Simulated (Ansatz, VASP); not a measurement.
**Two plane-wave programs on Cr**

```
CELL_PARAMETERS angstrom
-1.40709 1.40709 1.40709
1.40709 -1.40709 1.40709
1.40709 1.40709 -1.40709
ATOMIC_POSITIONS crystal
Cr 0.00000 0.00000 0.00000
```

Alike in both runs: functional PBEsol; k mesh 20 × 20 × 20; occupations gaussian, width 0.1 eV; no spin polarisation.

Ansatz relaxed the structure, and its values are those at the end. VASP's run is a single point on that final structure, the one shown.

|  | VASP | Ansatz |
| --- | --- | --- |
| version | VASP 6.6.1 | Ansatz 0.2.0 |
| potentials or method | VASP PAW PBE potentials, release 64 (Cr_pv), cutoff 520 eV | scalar-relativistic, plane waves, PAW |
| valence electrons in the cell | 12 | 14 |

VASP gave:

```
gap on the k mesh at the Fermi level (eV) : none
pressure (GPa)                            : -0.5
```

Task: Estimate Ansatz's values.

Result: gap on the k mesh at the Fermi level (eV): none; pressure (GPa): 0.0.

VASP's potentials were made for PBE, not for PBEsol. A gap of «none» marks a metal or a gap that the smearing closes. VASP's potentials hold 12 valence electrons a cell and Ansatz's 14, so a difference there can come from the potentials and not from the codes.
